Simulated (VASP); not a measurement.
# Ta (Im-3m) in VASP: settings compared

Ta is run at these levels: PBE, LDA; tasks: single point.

Everything below comes from runs of VASP 6.6.1. Logs are shortened: lines on timing, memory, paths and dates and some standing lists are left out, and cuts for length are marked.

## 1. The cell of the first run

The structure is cubic, space group Im-3m (No. 229). Conventional cell: a = 3.367 Å, b = 3.367 Å, c = 3.367 Å, α = 90.00°, β = 90.00°, γ = 90.00°. Ta (site symmetry m-3m) has 14 Ta at 2.92 to 3.37 Å within 3.8 Å.

## 2. Single point, PBE

File INCAR:

```
SYSTEM = Ta
ALGO = Fast
EDIFF = 1E-6
ENCUT = 520
GGA = PE
ISIF = 2
ISMEAR = -1
LASPH = .True.
LCHARG = .False.
LREAL = .False.
LWAVE = .False.
NBANDS = 12
NELM = 80
PREC = Accurate
SIGMA = 0.05
```

File KPOINTS:

```
k-points
0
Gamma
  11 11 11
  0 0 0
```

File POSCAR:

```
Ta
1.0
   -1.6836662614      1.6836662614      1.6836662614
    1.6836662614     -1.6836662614      1.6836662614
    1.6836662614      1.6836662614     -1.6836662614
Ta
1
Direct
    0.0000000000      0.0000000000      0.0000000000
```

Potentials or basis: VASP PAW PBE potentials, release 64 (Ta_pv).

Run with:

```
$ cat potpaw_PBE.64/Ta_pv/POTCAR > POTCAR
$ mpirun -np 1 vasp_std > vasp.out
```

OUTCAR:

```text
SYSTEM = Ta
   EDIFF = 1E-6
   ENCUT = 520
   GGA = PE
   ISIF = 2
   ISMEAR = -1
   LASPH = .True.
   LREAL = .False.
   NELM = 80
   PREC = Accurate

 ion  position               nearest neighbor table
   1  0.000  0.000  0.000-

  LATTYP: Found a body centered cubic cell.
 ALAT       =     3.3673325228

  Lattice vectors:

 A1 = (  -1.6836662614,   1.6836662614,   1.6836662614)
 A2 = (   1.6836662614,  -1.6836662614,   1.6836662614)
 A3 = (   1.6836662614,   1.6836662614,  -1.6836662614)

Analysis of symmetry for initial positions (statically):
=====================================================================
 Subroutine PRICEL returns:
 Original cell was already a primitive cell.

 Routine SETGRP: Setting up the symmetry group for a
 body centered cubic supercell.

 Subroutine GETGRP returns: Found 48 space group operations
 (whereof 48 operations were pure point group operations)
 out of a pool of 48 trial point group operations.

The static configuration has the point symmetry O_h .

Analysis of symmetry for dynamics (positions and initial velocities):
=====================================================================
 Subroutine PRICEL returns:
 Original cell was already a primitive cell.

 Routine SETGRP: Setting up the symmetry group for a
 body centered cubic supercell.

 Subroutine GETGRP returns: Found 48 space group operations
 (whereof 48 operations were pure point group operations)
 out of a pool of 48 trial point group operations.

The dynamic configuration has the point symmetry O_h .

 Subroutine INISYM returns: Found 48 space group operations
 (whereof 48 operations are pure point group operations),
 and found     1 'primitive' translations

----------------------------------------------------------------------------------------

                                     Primitive cell

  volume of cell :      19.0910

  direct lattice vectors                    reciprocal lattice vectors
    -1.683666261  1.683666261  1.683666261     0.000000000  0.296970968  0.296970968
     1.683666261 -1.683666261  1.683666261     0.296970968  0.000000000  0.296970968
     1.683666261  1.683666261 -1.683666261     0.296970968  0.296970968  0.000000000

  length of vectors
     2.916195508  2.916195508  2.916195508     0.419980371  0.419980371  0.419980371

  position of ions in fractional coordinates (direct lattice)
     0.000000000  0.000000000  0.000000000

  ion indices of the primitive-cell ions
[... 75 lines left out ...]
   LREAL  =      F    real-space projection
   EDIFFG = 0.1E-04   stopping-criterion for IOM
   NSW    =      0    number of steps for IOM
   IBRION =     -1    ionic relax: 0-MD 1-quasi-New 2-CG
   NFREE  =      0    steps in history (QN), initial steepest desc. (CG)
   ISIF   =      2    stress and relaxation
   ISYM   =      2    0-nonsym 1-usesym 2-fastsym
   POTIM  = 0.5000    time-step for ionic-motion
   TEBEG  =    0.0;   TEEND  =   0.0 temperature during run
   PSTRESS=    0.0 pullay stress
   NELECT =      11.0000    total number of electrons
   NUPDOWN=      -1.0000    fix difference up-down
   EMIN   =  10.00;   EMAX   =-10.00  energy-range for DOS
   EFERMI =   0.00;   METHOD = LEGACY
   ISMEAR =    -1;   SIGMA  =   0.05  broadening in eV -4-tet -1-fermi 0-gaus
   EFERMI_NEDOS =   21; number of points for ismear=-14 and -15
   IALGO  =     68    algorithm
   IMIX   =      4    mixing-type and parameters
     AMIX     =   0.40;   BMIX     =  1.00
     AMIX_MAG =   1.60;   BMIX_MAG =  1.00
  volume/ion in A,a.u.               =      19.09       128.83
  Fermi-wavevector in a.u.,A,eV,Ry     =   1.362270  2.574316 25.249397  1.855778
  Thomas-Fermi vector in A             =   2.488774
   LORBIT       =      0    0 simple, 1 ext, 2 COOP (PROOUT), +10 PAW based schemes
   GGA     = PE    functional components
   LHFCALC =     F    Hartree Fock is set to
   AEXX    =    0.0000 exact exchange contribution
   IVDW    =     0    specifies the selected vdW correction
   LEPSILON=     F    determine dielectric tensor
   LRPA    =     F    only Hartree local field effects (RPA)
 non-spin polarized calculation
 RMM-DIIS sequential band-by-band and
  energy-cutoff  :      520.00
  volume of cell :       19.09
 maximum number of plane-waves:       531
 NGX is ok and might be reduce to    24
   NGX = 11   NGY = 11   NGZ = 11

 number of electron      10.9999998 magnetization

 Free energy of the ion-electron system (eV)
  ---------------------------------------------------
  ext. energy  EPLUGINS =         0.00000000
  ---------------------------------------------------
  free energy    TOTEN  =       -11.79924032 eV

  energy without entropy =      -11.78800392  energy(sigma->0) =      -11.79362212

 E-fermi :   5.0101     XC(G=0): -12.3230

 val. band max:        5.0036010692   @ k =  -0.4545   0.4545   0.1818
 cond. band min:       5.0176275566   @ k =   0.1818   0.0000   0.0000
 fundamental gap:      0.0140264875
 Fermi energy:         5.0101431327

 k-point     1 :       0.0000    0.0000    0.0000
  band No.  band energies     occupation
      1     -28.2758      2.00000
      2     -28.2758      2.00000
      3     -28.2758      2.00000
      4      -2.6645      2.00000
      5       5.7546      0.00000
      6       5.7546      0.00000
      7       5.7546      0.00000
      8       8.8250      0.00000
      9       8.8250      0.00000
     10      19.7617      0.00000
     11      19.7617      0.00000
     12      19.7617      0.00000
[... 331 lines left out ...]
 k-point    24 :       0.3636    0.1818    0.0909
  band No.  band energies     occupation
      1     -29.0716      2.00000
      2     -28.7151      2.00000
      3     -28.4322      2.00000
      4       2.3453      2.00000
      5       3.5639      2.00000
      6       4.9533      1.51391
      7       9.1834      0.00000
      8       9.7119      0.00000
      9      13.4332      0.00000
     10      14.4817      0.00000
     11      17.8421      0.00000
     12      19.3178      0.00000

 [... further k-points ...]
[... 5 lines left out ...]
  --------------------------------------------------------------------------------------
  -------------------------------------------------------------------------------------
  Total       -0.9555254     -0.9555254     -0.9555254     -0.0000000     -0.0000000      0.0000000
  in kB      -80.1908476    -80.1908476    -80.1908476     -0.0000000     -0.0000000      0.0000000
  external PRESSURE =     -80.1908476 kB  Pullay stress =       0.0000000 kB

 VOLUME and BASIS-vectors are now :
 -----------------------------------------------------------------------------
  energy-cutoff  :      520.00
  volume of cell :       19.09
      direct lattice vectors                 reciprocal lattice vectors
    -1.683666261  1.683666261  1.683666261     0.000000000  0.296970968  0.296970968
     1.683666261 -1.683666261  1.683666261     0.296970968  0.000000000  0.296970968
     1.683666261  1.683666261 -1.683666261     0.296970968  0.296970968  0.000000000

 POSITION                                       TOTAL-FORCE (eV/Angst)
 -----------------------------------------------------------------------------------
      0.00000      0.00000      0.00000        -0.000000      0.000000     -0.000000
 -----------------------------------------------------------------------------------
    total drift:                               -0.000000      0.000000      0.000000

  FREE ENERGIE OF THE ION-ELECTRON SYSTEM (eV)
  ---------------------------------------------------
  free  energy   TOTEN  =       -11.7992403171 eV

  energy  without entropy=      -11.7880039219  energy(sigma->0) =      -11.79362212
```

stdout:

```text
POSCAR found type information on POSCAR Ta
 POSCAR found :  1 types and       1 ions
 scaLAPACK will be used
 LDA part: xc-table for (Slater+PW92), standard interpolation
 POSCAR, INCAR and KPOINTS ok, starting setup
 FFT: planning ... GRIDC
 FFT: planning ... GRID_SOFT
 FFT: planning ... GRID
 WAVECAR not read
 entering main loop
```

Run time: 11 s. Hardware: 1 thread of AMD EPYC 9R45 (Zen 5), shared host; peak memory 0.11 GiB.

What came out:

```
Free energy : -11.7992 eV
Pressure    : -8.0 GPa
```

Caveat: spin-orbit coupling is left out, which moves the levels of the heavy elements.

## 3. Single point, LDA (volume scaled by 0.94)

File INCAR:

```
SYSTEM = Ta
ALGO     = Fast           ! electronic algorithm
EDIFF    = 1E-6           ! SCF threshold, eV
ENCUT    = 520            ! plane-wave cutoff, eV
ISIF     = 2              ! what is computed and relaxed
ISMEAR   = -1             ! smearing method
LASPH    = .TRUE.         ! aspherical terms in the spheres
LCHARG   = .TRUE.         ! write CHGCAR
LELF     = .TRUE.         ! ELF
LREAL    = .FALSE.        ! projectors in reciprocal space
LVHAR    = .TRUE.       
LWAVE    = .FALSE.        ! write WAVECAR
NBANDS   = 12             ! bands
NELM     = 60             ! most SCF steps
PREC     = Accurate       ! precision mode
SIGMA    = 0.05           ! smearing width, eV
```

File KPOINTS:

```
k-points
0
G
  11 11 11
  0 0 0
```

File POSCAR:

```
Ta
1.0
   -1.6175709496      1.6175709496      1.6175709496
    1.6175709496     -1.6175709496      1.6175709496
    1.6175709496      1.6175709496     -1.6175709496
Ta
1
Direct
    0.0000000000      0.0000000000      0.0000000000
```

Potentials or basis: VASP PAW LDA potentials, release 64 (Ta_pv).

Run with:

```
$ cat potpaw_LDA.64/Ta_pv/POTCAR > POTCAR
$ mpirun -np 1 vasp_std > vasp.out
```

OUTCAR:

```text
SYSTEM = Ta
   EDIFF = 1E-6
   ENCUT = 520
   ISIF = 2
   ISMEAR = -1
   LASPH = .TRUE.
   LREAL = .FALSE.
   NELM = 60
   PREC = Accurate

 ion  position               nearest neighbor table
   1  0.000  0.000  0.000-

  LATTYP: Found a body centered cubic cell.
 ALAT       =     3.2351418992

  Lattice vectors:

 A1 = (  -1.6175709496,   1.6175709496,   1.6175709496)
 A2 = (   1.6175709496,  -1.6175709496,   1.6175709496)
 A3 = (   1.6175709496,   1.6175709496,  -1.6175709496)

Analysis of symmetry for initial positions (statically):
=====================================================================
 Subroutine PRICEL returns:
 Original cell was already a primitive cell.

 Routine SETGRP: Setting up the symmetry group for a
 body centered cubic supercell.

 Subroutine GETGRP returns: Found 48 space group operations
 (whereof 48 operations were pure point group operations)
 out of a pool of 48 trial point group operations.

The static configuration has the point symmetry O_h .

Analysis of symmetry for dynamics (positions and initial velocities):
=====================================================================
 Subroutine PRICEL returns:
 Original cell was already a primitive cell.

 Routine SETGRP: Setting up the symmetry group for a
[... 161 lines left out ...]
  band No.  band energies     occupation
      1     -26.7374      2.00000
      2     -26.7374      2.00000
      3     -26.7374      2.00000
      4      -2.1455      2.00000
      5       6.5855      0.00000
      6       6.5855      0.00000
      7       6.5855      0.00000
      8      10.0714      0.00000
      9      10.0714      0.00000
     10      21.2901      0.00000
     11      21.2901      0.00000
     12      21.2901      0.00000
[... 331 lines left out ...]
 k-point    24 :       0.3636    0.1818    0.0909
  band No.  band energies     occupation
      1     -27.9449      2.00000
      2     -27.4043      2.00000
      3     -26.9814      2.00000
      4       2.9376      2.00000
      5       4.1916      2.00000
      6       6.1571      0.01606
      7      10.5722      0.00000
      8      11.1894      0.00000
      9      15.7804      0.00000
     10      16.8059      0.00000
     11      19.8172      0.00000
     12      20.0082      0.00000

 [... further k-points ...]
[... 5 lines left out ...]
  --------------------------------------------------------------------------------------
  -------------------------------------------------------------------------------------
  Total        0.5176132      0.5176132      0.5176132      0.0000000      0.0000000      0.0000000
  in kB       48.9853125     48.9853125     48.9853125      0.0000000      0.0000000      0.0000000
  external PRESSURE =      48.9853125 kB  Pullay stress =       0.0000000 kB

 VOLUME and BASIS-vectors are now :
 -----------------------------------------------------------------------------
  energy-cutoff  :      520.00
  volume of cell :       16.93
      direct lattice vectors                 reciprocal lattice vectors
    -1.617570950  1.617570950  1.617570950     0.000000000  0.309105452  0.309105452
     1.617570950 -1.617570950  1.617570950     0.309105452  0.000000000  0.309105452
     1.617570950  1.617570950 -1.617570950     0.309105452  0.309105452  0.000000000

 POSITION                                       TOTAL-FORCE (eV/Angst)
 -----------------------------------------------------------------------------------
      0.00000      0.00000      0.00000         0.000000      0.000000      0.000000
 -----------------------------------------------------------------------------------
    total drift:                               -0.000000      0.000000      0.000000

  FREE ENERGIE OF THE ION-ELECTRON SYSTEM (eV)
  ---------------------------------------------------
  free  energy   TOTEN  =       -12.8336529254 eV

  energy  without entropy=      -12.8263492793  energy(sigma->0) =      -12.83000110
```

stdout:

```text
POSCAR found type information on POSCAR Ta
 POSCAR found :  1 types and       1 ions
 scaLAPACK will be used
 LDA part: xc-table for (Slater(with rela. corr.)+CA(PZ))
 , standard interpolation
 POSCAR, INCAR and KPOINTS ok, starting setup
 FFT: planning ... GRIDC
 FFT: planning ... GRID_SOFT
 FFT: planning ... GRID
 WAVECAR not read
 entering main loop
```

Run time: 14 s. Hardware: 1 thread of AMD EPYC 7R43 (Zen 3), shared host; peak memory 0.1 GiB.

What came out:

| Quantity | Value |
| --- | --- |
| Free energy | -12.8337 eV |
| Pressure | 4.9 GPa |

Levels at points of the mesh, in eV from the Fermi level:
| k point | band 1 | band 2 | band 3 | band 4 | band 5 | band 6 | band 7 | band 8 | band 9 | band 10 |
| --- | --- | --- | --- | --- | --- | --- | --- | --- | --- | --- |
| (0.00, 0.00, 0.00) | -32.65 | -32.65 | -32.65 | -8.06 | 0.67 | 0.67 | 0.67 | 4.16 | 4.16 | 15.37 |

Caveat: spin-orbit coupling is left out, which moves the levels of the heavy elements.

## 4. Single point, LDA (volume scaled by 0.96)

File INCAR:

```
SYSTEM = Ta
PREC = Accurate
ENCUT = 520
EDIFF = 1E-6
ISMEAR = -1
SIGMA = 0.05
LREAL = .False.
LASPH = .True.
NELM = 60
ALGO = Fast
ISIF = 2
LWAVE = .False.
LCHARG = .True.
GGA = CA
LELF = .True.
LVHAR = .True.
NBANDS = 12
```

File KPOINTS:

```
Automatic mesh
0
Gamma
  11 11 11
  0 0 0
```

File POSCAR:

```
Ta
1.0
   -1.6289626696      1.6289626696      1.6289626696
    1.6289626696     -1.6289626696      1.6289626696
    1.6289626696      1.6289626696     -1.6289626696
Ta
1
Direct
    0.0000000000      0.0000000000      0.0000000000
```

Run with:

```
$ cat potpaw_LDA.64/Ta_pv/POTCAR > POTCAR
$ mpirun -np 1 vasp_std > vasp.out
```

It took 19 s on 1 thread of AMD EPYC 7R43 (Zen 3), shared host; peak memory 0.09 GiB.

Results (log left out):

```
Free energy : -12.8390 eV
Pressure    : -0.1 GPa
```

Levels at points of the mesh, in eV from the Fermi level:
| k point | band 1 | band 2 | band 3 | band 4 | band 5 | band 6 | band 7 | band 8 | band 9 | band 10 |
| --- | --- | --- | --- | --- | --- | --- | --- | --- | --- | --- |
| (0.00, 0.00, 0.00) | -32.74 | -32.74 | -32.74 | -7.99 | 0.67 | 0.67 | 0.67 | 4.08 | 4.08 | 15.27 |

Caveat: spin-orbit coupling is left out, which moves the levels of the heavy elements.

## 5. Single point, LDA (volume scaled by 0.98)

File INCAR:

```
SYSTEM = Ta
ALGO = Normal ; EDIFF = 1E-6
ENCUT = 520 ; GGA = CA
ISIF = 2 ; ISMEAR = -1
LASPH = .TRUE. ; LCHARG = .FALSE.
LREAL = .FALSE. ; LWAVE = .FALSE.
NBANDS = 12 ; NELM = 80
PREC = Accurate ; SIGMA = 0.05
```

File KPOINTS:

```
k-points
0
G
  11 11 11
  0 0 0
```

File POSCAR:

```
Ta
1.0
   -1.6401972500      1.6401972500      1.6401972500
    1.6401972500     -1.6401972500      1.6401972500
    1.6401972500      1.6401972500     -1.6401972500
Ta
1
Direct
    0.0000000000      0.0000000000      0.0000000000
```

Potentials or basis: VASP PAW LDA potentials, release 64 (Ta_pv).

Run with:

```
$ cat potpaw_LDA.64/Ta_pv/POTCAR > POTCAR
$ mpirun -np 1 vasp_std > vasp.out
```

OUTCAR:

```text
SYSTEM = Ta
   EDIFF = 1E-6
   ENCUT = 520
   GGA = CA
   ISIF = 2
   ISMEAR = -1
   LASPH = .TRUE.
   LREAL = .FALSE.
   NELM = 80
   PREC = Accurate

 ion  position               nearest neighbor table
   1  0.000  0.000  0.000-

  LATTYP: Found a body centered cubic cell.
 ALAT       =     3.2803945000

  Lattice vectors:

 A1 = (  -1.6401972500,   1.6401972500,   1.6401972500)
 A2 = (   1.6401972500,  -1.6401972500,   1.6401972500)
 A3 = (   1.6401972500,   1.6401972500,  -1.6401972500)

Analysis of symmetry for initial positions (statically):
[... 529 lines left out ...]
      5       3.9297      2.00000
      6       5.7098      0.11016
      7      10.0134      0.00000
      8      10.5957      0.00000
      9      14.8850      0.00000
     10      15.9445      0.00000
     11      19.2383      0.00000
     12      19.3265      0.00000

 [... further k-points ...]
[... 5 lines left out ...]
  --------------------------------------------------------------------------------------
  -------------------------------------------------------------------------------------
  Total       -0.5069646     -0.5069646     -0.5069646      0.0000000     -0.0000000     -0.0000000
  in kB      -46.0192956    -46.0192956    -46.0192956      0.0000000     -0.0000000     -0.0000000
  external PRESSURE =     -46.0192956 kB  Pullay stress =       0.0000000 kB

 VOLUME and BASIS-vectors are now :
 -----------------------------------------------------------------------------
  energy-cutoff  :      520.00
  volume of cell :       17.65
      direct lattice vectors                 reciprocal lattice vectors
    -1.640197250  1.640197250  1.640197250     0.000000000  0.304841384  0.304841384
     1.640197250 -1.640197250  1.640197250     0.304841384  0.000000000  0.304841384
     1.640197250  1.640197250 -1.640197250     0.304841384  0.304841384  0.000000000

 POSITION                                       TOTAL-FORCE (eV/Angst)
 -----------------------------------------------------------------------------------
      0.00000      0.00000      0.00000        -0.000000      0.000000     -0.000000
 -----------------------------------------------------------------------------------
    total drift:                                0.000000      0.000000     -0.000000

  FREE ENERGIE OF THE ION-ELECTRON SYSTEM (eV)
  ---------------------------------------------------
  free  energy   TOTEN  =       -12.8337146481 eV

  energy  without entropy=      -12.8266800766  energy(sigma->0) =      -12.83019736
```

stdout:

```text
POSCAR found type information on POSCAR Ta
 POSCAR found :  1 types and       1 ions
 scaLAPACK will be used
 LDA part: xc-table for (Slater(with rela. corr.)+CA(PZ))
 , standard interpolation
 POSCAR, INCAR and KPOINTS ok, starting setup
 FFT: planning ... GRIDC
 FFT: planning ... GRID_SOFT
 FFT: planning ... GRID
 WAVECAR not read
 entering main loop
```

It took 15 s on 1 thread of AMD EPYC 7R43 (Zen 3), shared host; peak memory 0.09 GiB.

What came out:

| Quantity | Value |
| --- | --- |
| Free energy | -12.8337 eV |
| Pressure | -4.6 GPa |

Caveat: spin-orbit coupling is left out, which moves the levels of the heavy elements.

## 6. The runs side by side

```tsv
level	potentials or basis	cell	gap on the mesh (eV)	pressure (GPa)
PBE	VASP PAW PBE potentials, release 64 (Ta_pv)	a = 2.916 Å, angles 109.5°, 1 atom	none	-8.0
LDA	VASP PAW LDA potentials, release 64 (Ta_pv)	a = 2.802 Å, angles 109.5°, 1 atom	none	4.9
LDA	VASP PAW LDA potentials, release 64 (Ta_pv)	a = 2.821 Å, angles 109.5°, 1 atom	none	-0.1
LDA	VASP PAW LDA potentials, release 64 (Ta_pv)	a = 2.841 Å, angles 109.5°, 1 atom	none	-4.6
```

Alike in all rows: task single point; no spin polarisation; k mesh 11 × 11 × 11; cutoff (eV) 520; smearing fermi-dirac 0.05 eV.

Caveats: spin-orbit coupling is left out, which moves the levels of the heavy elements.

Absolute energies hang on the potentials; compare differences alone.
